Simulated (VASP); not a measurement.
Na:

```
Na
1.0
     0.00000    2.69500    2.69500
     2.69500    0.00000    2.69500
     2.69500    2.69500    0.00000
Na
1
Direct
  0.00000 0.00000 0.00000
```

This isn't the form of Na at room conditions, which is bcc.

- Program: VASP 6.6.1
- Task: relaxation of cell and atoms
- Functional: PBEsol
- Potentials or basis: VASP PAW PBE potentials, release 64 (Na_pv)
- Cutoff: 500 eV
- k mesh: 7 × 7 × 7
- Occupations: methfessel-paxton, width 0.1 eV
- Spin: no spin polarisation

At the start: pressure -0.6 GPa; volume 39.15 Å³/atom.

Problem. How do energy, volume and symmetry change on relaxing?

Solution. Over 3 steps the energy falls by 5.5 meV/atom and the volume is 36.12 Å³/atom (-7.7 %); space group Fm-3m (No. 225, to 0.1 Å) before and after.

The path:
```tsv
step	energy change (eV)	largest force (eV/Å)	pressure (GPa)	volume (Å³)
1	0.0000	0.0000	-0.56	39.15
2	-0.0024	0.0000	-0.44	38.38
3	-0.0055	0.0000	-0.01	36.12
```

Final structure:
```
Na
1.0
     0.00000    2.62365    2.62365
     2.62365    0.00000    2.62365
     2.62365    2.62365    0.00000
Na
1
Direct
  0.00000 0.00000 0.00000
```

Caveat: the PAW data sets were made with another functional, which shifts forces and pressure a little.
